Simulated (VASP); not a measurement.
Input of a VASP 6.6.1 run:

Contents of INCAR:

```
SYSTEM = Ca2BO6
ALGO     = Normal         ! electronic algorithm
EDIFF    = 1E-6           ! SCF threshold, eV
ENCUT    = 520            ! plane-wave cutoff, eV
GGA      = PE             ! functional
ISIF     = 2              ! what is computed and relaxed
ISMEAR   = 0              ! smearing method
ISPIN    = 2              ! spin polarisation
LASPH    = .TRUE.         ! aspherical terms in the spheres
LCHARG   = .FALSE.        ! write CHGCAR
LORBIT   = 11             ! projections on sites
LREAL    = .FALSE.        ! projectors in reciprocal space
LWAVE    = .FALSE.        ! write WAVECAR
MAGMOM   = 0 0 0 1 1 1 1 1 1 ! initial moments
NBANDS   = 44             ! bands
NELM     = 150            ! most SCF steps
PREC     = Accurate       ! precision mode
SIGMA    = 0.1            ! smearing width, eV
```

KPOINTS

```
k-points
0
G
  4 4 4
  0 0 0
```

POSCAR

```
Ca2BO6
1.0
    0.0000000000      3.6346420536      3.6346420536
    3.6346420536      0.0000000000      3.6346420536
    3.6346420536      3.6346420536      0.0000000000
Ca B O
2 1 6
Direct
    0.2500000000      0.2500000000      0.2500000000
    0.7500000000      0.7500000000      0.7500000000
    0.0000000000      0.0000000000      0.0000000000
    0.7739523123      0.2260476877      0.2260476877
    0.2260476877      0.7739523123      0.2260476877
    0.2260476877      0.2260476877      0.7739523123
    0.2260476877      0.7739523123      0.7739523123
    0.7739523123      0.2260476877      0.7739523123
    0.7739523123      0.7739523123      0.2260476877
```

Potentials or basis: VASP PAW PBE potentials, release 64 (Ca_sv, B, O).

Run with:

```console
$ cat potpaw_PBE.64/Ca_sv/POTCAR potpaw_PBE.64/B/POTCAR potpaw_PBE.64/O/POTCAR > POTCAR
$ mpirun -np 1 vasp_std > vasp.out
```

Estimate the pressure.

0.6 GPa.

Predict the band gap on the k mesh.

zero (filled and empty bands overlap).

Forces on the atoms (eV/Å):
```
Ca   0.000  0.000  0.000
Ca   0.000  0.000  0.000
B    0.000  0.000  0.000
O    0.026  0.000  0.000
O    0.000  0.026  0.000
O    0.000  0.000  0.026
O   -0.026  0.000  0.000
O    0.000 -0.026  0.000
O    0.000  0.000 -0.026
```

Caveat: the k points lie up to 0.37 Å⁻¹ apart, too coarse for converged energies and pressures of a metal.
